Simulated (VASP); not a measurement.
Crystal: CdTe.

```
Cd Te
1.0
     0.00000    3.20500    3.20500
     3.20500    0.00000    3.20500
     3.20500    3.20500    0.00000
Cd Te
1 1
Cartesian
  0.0000 0.0000 0.0000
  4.8075 4.8075 4.8075
```

Base run:

- Program: VASP 6.6.1
- Functional: r2SCAN
- Potentials or basis: VASP PAW PBE potentials, release 64 (Cd, Te)
- Cutoff: 550 eV
- k mesh: 10 × 10 × 10
- Occupations: fermi-dirac, width 0.08 eV
- Spin: no spin polarisation

Its results: band gap on the k mesh 1.38 eV, direct; pressure 3.4 GPa.

Task: After a change of settings the same cell gave: band gap on the k mesh 0.76 eV, direct; pressure 1.9 GPa. Which change was it?
A. cutoff from 550 eV to 520 eV; further incar settings from ALGO = Normal; EDIFF = 1e-06; NBANDS = 16 to ALGO = Normal; EDIFF = 1e-08; NBANDS = 16
B. functional from r2SCAN to PBE; cutoff from 550 eV to 520 eV; further incar settings from ALGO = Normal; EDIFF = 1e-06; NBANDS = 16 to ALGO = Normal; EDIFF = 1e-07; NBANDS = 16
C. functional from r2SCAN to PBEsol; cutoff from 550 eV to 500 eV

Result: C.

r2SCAN gives the wider gap, since meta-GGAs in the generalised Kohn-Sham scheme recover part of the derivative discontinuity.

Caveats: the PAW data sets were made with another functional, which shifts forces and pressure a little; spin-orbit coupling is left out, which moves the levels of the heavy elements.
